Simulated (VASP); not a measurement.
Write the native input for VASP 6.6.1 that does the following.

```
Task                   : single point
Functional             : LDA
Potentials or basis    : VASP PAW LDA potentials, release 64 (In_d, P)
Cutoff                 : 520 eV
k mesh                 : 12 × 12 × 12
Occupations            : gaussian, width 0.05 eV
Spin                   : no spin polarisation
Dipole correction      : no
Further INCAR settings : ALGO = Normal; EDIFF = 1e-07; NBANDS = 16
```

The structure of InP lies in POSCAR:

```
InP
1.0
    0.0000000000      3.2893083863      2.7420043233
    2.7420043233      0.0000000000      2.7420043233
    2.7420043233      3.2893083863      0.0000000000
In P
1 1
Direct
    0.0000000000      0.0000000000      0.0000000000
    0.7500000000      0.7500000000      0.7500000000
```

One way to write it, as run:

INCAR

```
ALGO = Normal ; EDIFF = 1E-7
ENCUT = 520 ; GGA = CA
ISIF = 2 ; ISMEAR = 0
LASPH = T ; LCHARG = T
LELF = T ; LREAL = F
LVHAR = T ; LWAVE = F
NBANDS = 16 ; NELM = 80
PREC = Accurate ; SIGMA = 0.05
```

KPOINTS

```
k-points
0
Gamma
  12 12 12
```

Potentials or basis: VASP PAW LDA potentials, release 64 (In_d, P).

Command:

```console
$ cat potpaw_LDA.64/In_d/POTCAR potpaw_LDA.64/P/POTCAR > POTCAR
$ mpirun -np 1 vasp_std > vasp.out
```

It gave:

```yaml
Pressure: -0.7 GPa
```

Wall time 46 s on 1 thread of Intel(R) Xeon(R) 6975P-C (Granite Rapids), with other jobs on the host, peak memory 0.24 GiB.
